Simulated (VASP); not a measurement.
# As (P6/mmm) in VASP: a series of runs

As is run at these levels: r2SCAN; tasks: single point.

Everything below comes from runs of VASP 6.6.1. Logs are shortened: lines on timing, memory, paths and dates and some standing lists are left out, and cuts for length are marked.

### 1 The cell of the first run

It takes space group P6/mmm (No. 191, hexagonal). The conventional cell has a = 4.904 Å, b = 4.904 Å, c = 2.839 Å, α = 90.00°, β = 90.00°, γ = 120.00°. As (site symmetry 6/mmm) has 14 As at 2.84 to 3.17 Å within 3.7 Å. As (site symmetry -6m2) has 11 As at 2.83 to 3.17 Å within 3.7 Å.

### 2 Single point, r2SCAN (volume scaled by 1.04)

File POSCAR:

```
As
1.0
    4.9040380542      0.0000000000      0.0000000000
   -2.4520190271      4.2470215361      0.0000000000
    0.0000000000      0.0000000000      2.8385023435
As
3
Direct
    0.0000000000      1.0000000000      0.0000000000
    0.3333333333      0.6666666667      0.5000000000
    0.6666666667      0.3333333333      0.5000000000
```

File INCAR.step1:

```
SYSTEM = As
ALGO = Normal
EDIFF = 1E-4
ENCUT = 520
GGA = PE
ISMEAR = -1
LASPH = .TRUE.
LCHARG = .FALSE.
LREAL = .FALSE.
LWAVE = .TRUE.
NBANDS = 14
NELM = 60
PREC = Accurate
SIGMA = 0.1
```

File INCAR.step2:

```
SYSTEM = As
ALGO = Normal
EDIFF = 1E-6
ENCUT = 520
ISIF = 2
ISMEAR = -1
ISTART = 1
LASPH = .TRUE.
LCHARG = .FALSE.
LMIXTAU = .TRUE.
LREAL = .FALSE.
LWAVE = .FALSE.
METAGGA = R2SCAN
NBANDS = 14
NELM = 60
PREC = Accurate
SIGMA = 0.1
```

File KPOINTS:

```
k-points
0
G
  9 9 13
  0 0 0
```

Potentials or basis: VASP PAW PBE potentials, release 64 (As).

Launch:

```
> cat potpaw_PBE.64/As/POTCAR > POTCAR
> cp INCAR.step1 INCAR
> mpirun -np 1 vasp_std > vasp.out
> cp INCAR.step2 INCAR
> mpirun -np 1 vasp_std > vasp.out
```

OUTCAR:

```text
SYSTEM = As
   EDIFF = 1E-6
   ENCUT = 520
   ISIF = 2
   ISMEAR = -1
   ISTART = 1
   LASPH = .TRUE.
   LREAL = .FALSE.
   METAGGA = R2SCAN
   NELM = 60
   PREC = Accurate

 ion  position               nearest neighbor table
   1  0.000  0.000  0.000-
   2  0.333  0.667  0.500-   3 2.83   3 2.83   3 2.83
   3  0.667  0.333  0.500-   2 2.83   2 2.83   2 2.83

  LATTYP: Found a hexagonal cell.
 ALAT       =     4.9040380542
 C/A-ratio  =     0.5788092001

  Lattice vectors:

 A1 = (   4.9040380542,   0.0000000000,   0.0000000000)
 A2 = (  -2.4520190271,   4.2470215361,   0.0000000000)
 A3 = (   0.0000000000,   0.0000000000,   2.8385023435)

Analysis of symmetry for initial positions (statically):
=====================================================================
 Subroutine PRICEL returns:
 Original cell was already a primitive cell.

 Routine SETGRP: Setting up the symmetry group for a
 hexagonal supercell.

 Subroutine GETGRP returns: Found 24 space group operations
 (whereof 24 operations were pure point group operations)
 out of a pool of 24 trial point group operations.

The static configuration has the point symmetry D_6h.

Analysis of symmetry for dynamics (positions and initial velocities):
=====================================================================
 Subroutine PRICEL returns:
 Original cell was already a primitive cell.

 Routine SETGRP: Setting up the symmetry group for a
 hexagonal supercell.

 Subroutine GETGRP returns: Found 24 space group operations
 (whereof 24 operations were pure point group operations)
 out of a pool of 24 trial point group operations.

The dynamic configuration has the point symmetry D_6h.

 Subroutine INISYM returns: Found 24 space group operations
 (whereof 24 operations are pure point group operations),
 and found     1 'primitive' translations

----------------------------------------------------------------------------------------

                                     Primitive cell

  volume of cell :      59.1191

  direct lattice vectors                    reciprocal lattice vectors
     4.904038054  0.000000000  0.000000000     0.203913589  0.117729565  0.000000000
    -2.452019027  4.247021536  0.000000000     0.000000000  0.235459131  0.000000000
     0.000000000  0.000000000  2.838502344     0.000000000  0.000000000  0.352298458

  length of vectors
     4.904038054  4.904038054  2.838502344     0.235459131  0.235459131  0.352298458

  position of ions in fractional coordinates (direct lattice)
     0.000000000  0.000000000  0.000000000
     0.333333333  0.666666667  0.500000000
     0.666666667  0.333333333  0.500000000

  ion indices of the primitive-cell ions
   primitive index   ion index
                 1           1
                 2           2
                 3           3

----------------------------------------------------------------------------------------

 KPOINTS: k-points

Automatic generation of k-mesh.
 Grid dimensions read from file:
 generate k-points for:    9    9   13

 Generating k-lattice:

  Cartesian coordinates                     Fractional coordinates (reciprocal lattice)
     0.022657065  0.013081063  0.000000000     0.111111111 -0.000000000  0.000000000
     0.000000000  0.026162126  0.000000000     0.000000000  0.111111111  0.000000000
     0.000000000  0.000000000  0.027099881     0.000000000  0.000000000  0.076923077

  Length of vectors
     0.026162126  0.026162126  0.027099881

  Shift w.r.t. Gamma in fractional coordinates (k-lattice)
     0.000000000  0.000000000  0.000000000

 Subroutine IBZKPT returns following result:
 ===========================================

 Found     84 irreducible k-points:

 Following reciprocal coordinates:
            Coordinates               Weight
  0.000000  0.000000  0.000000      1.000000
  0.111111 -0.000000  0.000000      6.000000
  0.222222  0.000000  0.000000      6.000000
  0.333333  0.000000  0.000000      6.000000
  0.444444  0.000000  0.000000      6.000000
  0.111111  0.111111  0.000000      6.000000
[... 16 lines left out ...]
  0.333333  0.222222  0.076923     24.000000
  0.333333  0.333333  0.076923      4.000000
 [... further k-points ...]
   k-points           NKPTS =     84   k-points in BZ     NKDIM =     84   number of bands    NBANDS=     14
   number of dos      NEDOS =    301   number of ions     NIONS =      3
   total plane-waves  NPLWV =  31104
   dimension x,y,z NGX =    36 NGY =   36 NGZ =   24
   dimension x,y,z NGXF=    72 NGYF=   72 NGZF=   48
   ions per type =               3
   NGX,Y,Z   is equivalent  to a cutoff of  12.20, 12.20, 14.06 a.u.
   NGXF,Y,Z  is equivalent  to a cutoff of  24.41, 24.41, 28.11 a.u.
 SYSTEM =  As
   PREC   = accura    normal or accurate (medium, high low for compatibility)
   ISTART =      1    job   : 0-new  1-cont  2-samecut
   ICHARG =      0    charge: 1-file 2-atom 10-const
   ISPIN  =      1    spin polarized calculation?
   LNONCOLLINEAR =      F non collinear calculations
   LSORBIT =      F    spin-orbit coupling
   LASPH  =      T    aspherical Exc in radial PAW
   ENCUT  =  520.0 eV  38.22 Ry    6.18 a.u.   9.12  9.12  5.28*2*pi/ulx,y,z
   NELM   =     60;   NELMIN=  2; NELMDL=  0     # of ELM steps
   EDIFF  = 0.1E-05   stopping-criterion for ELM
   LREAL  =      F    real-space projection
   EDIFFG = 0.1E-04   stopping-criterion for IOM
   NSW    =      0    number of steps for IOM
   IBRION =     -1    ionic relax: 0-MD 1-quasi-New 2-CG
   NFREE  =      0    steps in history (QN), initial steepest desc. (CG)
   ISIF   =      2    stress and relaxation
   ISYM   =      2    0-nonsym 1-usesym 2-fastsym
   POTIM  = 0.5000    time-step for ionic-motion
   TEBEG  =    0.0;   TEEND  =   0.0 temperature during run
   PSTRESS=    0.0 pullay stress
   NELECT =      15.0000    total number of electrons
   NUPDOWN=      -1.0000    fix difference up-down
   EMIN   =  10.00;   EMAX   =-10.00  energy-range for DOS
   EFERMI =   0.00;   METHOD = LEGACY
   ISMEAR =    -1;   SIGMA  =   0.10  broadening in eV -4-tet -1-fermi 0-gaus
   EFERMI_NEDOS =   21; number of points for ismear=-14 and -15
   IALGO  =     38    algorithm
   IMIX   =      4    mixing-type and parameters
     AMIX     =   0.40;   BMIX     =  1.00
     AMIX_MAG =   1.60;   BMIX_MAG =  1.00
  volume/ion in A,a.u.               =      19.71       132.99
  Fermi-wavevector in a.u.,A,eV,Ry     =   1.036405  1.958521 14.614492  1.074135
  Thomas-Fermi vector in A             =   2.170794
   LORBIT       =      0    0 simple, 1 ext, 2 COOP (PROOUT), +10 PAW based schemes
   METAGGA = R2SCAN    functional components
   LHFCALC =     F    Hartree Fock is set to
   AEXX    =    0.0000 exact exchange contribution
   IVDW    =     0    specifies the selected vdW correction
   LEPSILON=     F    determine dielectric tensor
   LRPA    =     F    only Hartree local field effects (RPA)
 non-spin polarized calculation
  energy-cutoff  :      520.00
  volume of cell :       59.12
 maximum number of plane-waves:      1607
   NGX = 19   NGY = 19   NGZ = 11

 number of electron      14.9999999 magnetization

 Free energy of the ion-electron system (eV)
  ---------------------------------------------------
  ext. energy  EPLUGINS =         0.00000000
  ---------------------------------------------------
  free energy    TOTEN  =       -42.25827844 eV

  energy without entropy =      -42.19799659  energy(sigma->0) =      -42.22813752

 E-fermi :   5.9002     XC(G=0): -11.1417

 val. band max:        5.8961393695   @ k =   0.0000   0.0000   0.3077
 cond. band min:       5.9106436094   @ k =   0.2222   0.0000   0.1538
 fundamental gap:      0.0145042399
 Fermi energy:         5.9001987987

 k-point     1 :       0.0000    0.0000    0.0000
  band No.  band energies     occupation
      1      -9.5713      2.00000
      2      -4.3034      2.00000
      3      -4.1021      2.00000
      4       1.2317      2.00000
      5       1.2317      2.00000
      6       1.5352      2.00000
      7       1.5352      2.00000
      8       8.6064      0.00000
      9      11.4548      0.00000
     10      11.4548      0.00000
     11      12.5802      0.00000
     12      12.5943      0.00000
     13      13.7146      0.00000
     14      18.6960      0.00000

 k-point     2 :       0.1111   -0.0000    0.0000
  band No.  band energies     occupation
      1      -9.4716      2.00000
      2      -4.5137      2.00000
      3      -4.3275      2.00000
      4       0.5459      2.00000
      5       0.9096      2.00000
      6       2.4112      2.00000
      7       2.6664      2.00000
      8       8.6980      0.00000
      9      10.7286      0.00000
     10      11.2254      0.00000
     11      12.4511      0.00000
     12      12.4928      0.00000
     13      13.8246      0.00000
     14      18.6155      0.00000

 k-point     3 :       0.2222    0.0000    0.0000
  band No.  band energies     occupation
      1      -9.1737      2.00000
      2      -5.2329      2.00000
      3      -4.6780      2.00000
      4      -0.0736      2.00000
      5       1.3393      2.00000
      6       3.5958      2.00000
      7       4.3998      2.00000
      8       8.9692      0.00000
      9       9.1154      0.00000
     10      10.5139      0.00000
     11      12.0291      0.00000
     12      12.2956      0.00000
     13      14.1274      0.00000
     14      17.7255      0.00000
[... 324 lines left out ...]
 k-point    23 :       0.3333    0.2222    0.0769
  band No.  band energies     occupation
      1      -7.6209      2.00000
      2      -6.7968      2.00000
      3      -6.0557      2.00000
      4       1.0142      2.00000
      5       2.5706      2.00000
      6       4.2283      2.00000
      7       7.6938      0.00000
      8       8.0430      0.00000
      9       9.0519      0.00000
     10       9.3458      0.00000
     11       9.9794      0.00000
     12      10.4585      0.00000
     13      14.5898      0.00000
     14      15.4674      0.00000

 k-point    24 :       0.3333    0.3333    0.0769
  band No.  band energies     occupation
      1      -6.9297      2.00000
      2      -6.9297      2.00000
      3      -6.8083      2.00000
      4       2.2007      2.00000
      5       2.6724      2.00000
      6       2.6724      2.00000
      7       8.3205      0.00000
      8       8.3205      0.00000
      9       9.2863      0.00000
     10       9.7407      0.00000
     11      10.0445      0.00000
     12      10.0445      0.00000
     13      14.6005      0.00000
     14      14.7633      0.00000

 [... further k-points ...]

------------------------ aborting loop because EDIFF is reached ----------------------------------------

  FORCE on cell =-STRESS in cart. coord.  units (eV):
  Direction    XX          YY          ZZ          XY          YZ          ZX
  --------------------------------------------------------------------------------------
  -------------------------------------------------------------------------------------
  Total       -1.0896212     -1.0896212     -0.8052334      0.0000000     -0.0000000      0.0000000
  in kB      -29.5296692    -29.5296692    -21.8225149      0.0000000     -0.0000000      0.0000000
  external PRESSURE =     -26.9606178 kB  Pullay stress =       0.0000000 kB

 VOLUME and BASIS-vectors are now :
 -----------------------------------------------------------------------------
  energy-cutoff  :      520.00
  volume of cell :       59.12
      direct lattice vectors                 reciprocal lattice vectors
     4.904038054  0.000000000  0.000000000     0.203913589  0.117729565  0.000000000
    -2.452019027  4.247021536  0.000000000     0.000000000  0.235459131  0.000000000
     0.000000000  0.000000000  2.838502344     0.000000000  0.000000000  0.352298458

 POSITION                                       TOTAL-FORCE (eV/Angst)
 -----------------------------------------------------------------------------------
      0.00000      0.00000      0.00000         0.000000      0.000000     -0.000000
     -0.00000      2.83135      1.41925         0.000000     -0.000000      0.000000
      2.45202      1.41567      1.41925        -0.000000     -0.000000     -0.000000
 -----------------------------------------------------------------------------------
    total drift:                                0.000000      0.000000     -0.000000

  FREE ENERGIE OF THE ION-ELECTRON SYSTEM (eV)
  ---------------------------------------------------
  free  energy   TOTEN  =       -42.2582784396 eV

  energy  without entropy=      -42.1979965932  energy(sigma->0) =      -42.22813752
```

It took 1.9 min on 1 thread of Intel Xeon Platinum 8488C (Sapphire Rapids), shared host; peak memory 0.2 GiB.

Results:

| Quantity | Value |
| --- | --- |
| Free energy | -42.2583 eV |
| Pressure | -2.7 GPa |

Caveat: the PAW data sets were made with another functional, which shifts forces and pressure a little.

(Part 1 of 3 ends here.)
